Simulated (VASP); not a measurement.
Input of a VASP 6.6.1 run:

Contents of INCAR:

```
SYSTEM = LaGe2Pb2
PREC = Accurate
ENCUT = 520
EDIFF = 1E-6
ISMEAR = 1
SIGMA = 0.1913
LREAL = .FALSE.
LASPH = .TRUE.
NELM = 80
ALGO = Normal
ISIF = 2
LWAVE = .FALSE.
LCHARG = .TRUE.
GGA = PS
LELF = .TRUE.
LVHAR = .TRUE.
NBANDS = 78
```

File KPOINTS:

```
regular mesh
0
G
  3 3 4
  0 0 0
```

Contents of POSCAR:

```
LaGe2Pb2
1.0
    7.0707960000      0.0000000000      0.0000000000
    0.0000000000      7.0707960000      0.0000000000
    0.0000000000      0.0000000000      5.1816290000
La Ge Pb
2 4 4
Direct
    0.0000000000      0.0000000000      0.0000000000
    0.5000000000      0.5000000000      0.0000000000
    0.3613000000      0.8613000000      0.5000000000
    0.1387000000      0.3613000000      0.5000000000
    0.6387000000      0.1387000000      0.5000000000
    0.8613000000      0.6387000000      0.5000000000
    0.1601000000      0.6601000000      0.5000000000
    0.3399000000      0.1601000000      0.5000000000
    0.8399000000      0.3399000000      0.5000000000
    0.6601000000      0.8399000000      0.5000000000
```

Potentials or basis: VASP PAW PBE potentials, release 64 (La, Ge_d, Pb_d).

Run with:

```bash
$ cat potpaw_PBE.64/La/POTCAR potpaw_PBE.64/Ge_d/POTCAR potpaw_PBE.64/Pb_d/POTCAR > POTCAR
$ mpirun -np 1 vasp_std > vasp.out
```

(1) What does it give for the pressure?

(2) What does it give for the band gap on the k mesh?

(3) Estimate the largest force.

Answers

(1) 63.0 GPa.

(2) zero (band 67 reaches 8.86 eV, above the bottom of band 68 at 8.28 eV).

(3) 0.863 eV/Å.

Caveat: the PAW data sets were made with another functional, which shifts forces and pressure a little; spin-orbit coupling is left out, which moves the levels of the heavy elements.
